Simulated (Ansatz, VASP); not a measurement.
# Te2Mo: VASP beside Ansatz

```
CELL_PARAMETERS angstrom
3.50908 0.00000 0.00000
-1.75454 3.03895 0.00000
0.00000 0.00000 7.90136
ATOMIC_POSITIONS crystal
Mo 0.00000 0.00000 0.00000
Te 0.33333 0.66667 0.23539
Te 0.66667 0.33333 0.76461
```

Alike in both runs: functional PBE; k mesh 12 × 12 × 7; occupations fermi-dirac, width 0.05 eV; no spin polarisation.

Ansatz relaxed the structure, and its values are those at the end. VASP's run is a single point on that final structure, the one shown.

```csv
,VASP,Ansatz
version,VASP 6.6.1,Ansatz 0.2.0
potentials or method,"VASP PAW PBE potentials, release 64 (Mo_sv, Te)","PAW with Ansatz's default frozen-core files, scalar-relativistic"
plane-wave cutoff (eV),520,420
valence electrons in the cell,26,46
```

VASP gave:

| Property | Result |
| --- | --- |
| pressure (GPa) | 0.0 |
| rms of the force components (eV/Å) | 0.006 |

Problem. What did Ansatz give for the same quantities?

Solution. Pressure (GPa): 0.0; rms of the force components (eV/Å): 0.001.

VASP's potentials hold 26 valence electrons a cell and Ansatz's 46, so a difference there can come from the potentials and not from the codes.

Neither program's run includes spin-orbit coupling.
